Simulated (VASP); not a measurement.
Runs of VASP 6.6.1 on HfN. The structure is that of space group Fm-3m (No. 225), or close to it. The cells are those of the table. 

```tsv
task	cell	k mesh	cutoff (eV)	gap on the mesh (eV)	pressure (GPa)
single point	a = 3.246 Å, angles 60.0°, 2 atoms	16 × 16 × 16	520	none	(a)
single point	a = 3.118 Å, angles 60.0°, 2 atoms	16 × 16 × 16	520	none	17.8
single point	a = 3.215 Å, angles 60.0°, 2 atoms	16 × 16 × 16	520	none	(b)
relaxation of cell and atoms	relaxed from a = 3.190 Å, angles 60.0°, 2 atoms	16 × 16 × 16	600	none	0.0
single point	a = 3.190 Å, angles 60.0°, 2 atoms	8 × 8 × 8	600	none	-4.0
single point	a = 3.151 Å, angles 60.0°, 2 atoms	16 × 16 × 16	520	none	7.0
```

Alike in all rows: level PBEsol; potentials or basis VASP PAW PBE potentials, release 64 (Hf_pv, N); no spin polarisation; smearing gaussian 0.1 eV.

Task: Estimate the missing entries.

Result: (a) -16.7; (b) -10.0.

Caveats: the PAW data sets were made with another functional, which shifts forces and pressure a little; spin-orbit coupling is left out, which moves the levels of the heavy elements.

A k mesh can miss the band edges, and the runs leave out spin-orbit coupling on Hf.

A gap of «none» marks levels without a gap at the run's occupations.
